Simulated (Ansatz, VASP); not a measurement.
Bi: VASP beside Ansatz

```
Bi
1.0
     2.87956    0.00000    0.00000
     0.00000    2.87956    0.00000
     0.00000    0.00000    2.87956
Bi
1
Cartesian
  0.0000 0.0000 0.0000
```

Change from the starting cell: volume scaled by 0.68, LAPW.

Alike in both runs: task single point; functional PBE; k mesh 13 × 13 × 13; occupations fermi-dirac, width 0.08 eV; no spin polarisation.

```csv
,VASP,Ansatz
version,VASP 6.6.1,Ansatz 0.2.0
potentials or method,"VASP PAW PBE potentials, release 64 (Bi_d), cutoff 520 eV","all-electron LAPW, scalar-relativistic"
```

|  | VASP | Ansatz | Ansatz less VASP |
| --- | --- | --- | --- |
| pressure (GPa) | 44.3 | 44.4 | +0.11 |

Both programs put the cell under a high pressure, so it lies far from rest at this level. Ansatz ran all-electron here, and VASP with PAW potentials.

Spin-orbit coupling is off throughout.
